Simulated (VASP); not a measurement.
A run of VASP 6.6.1:

The input INCAR:

```
SYSTEM = TiN
  PREC = Accurate
  ENCUT = 520
  EDIFF = 1E-6
  ISMEAR = 0
  SIGMA = 0.1
  LREAL = .FALSE.
  LASPH = .TRUE.
  NELM = 60
  ALGO = Normal
  ISIF = 2
  LWAVE = .FALSE.
  LCHARG = .FALSE.
  GGA = PS
  NBANDS = 16
```

File KPOINTS:

```
regular mesh
0
G
  18 18 18
  0 0 0
```

The input POSCAR:

```
TiN
1.0
    0.0000000000      2.0590570544      2.0590570544
    2.0590570544      0.0000000000      2.0590570544
    2.0590570544      2.0590570544      0.0000000000
Ti N
1 1
Direct
    0.0000000000      0.0000000000      0.0000000000
    0.5000000000      0.5000000000      0.5000000000
```

Potentials or basis: VASP PAW PBE potentials, release 64 (Ti_sv, N).

Command:

```bash
$ cat potpaw_PBE.64/Ti_sv/POTCAR potpaw_PBE.64/N/POTCAR > POTCAR
$ mpirun -np 1 vasp_std > vasp.out
```

Hardware: 1 thread of Intel(R) Xeon(R) 6975P-C (Granite Rapids), on a shared host.

Q: How long does it take, and how much memory?

A: Wall time 20 s on 1 thread of Intel(R) Xeon(R) 6975P-C (Granite Rapids), on a shared host, peak memory 0.17 GiB. Counts: scf iterations 15, k points 195.
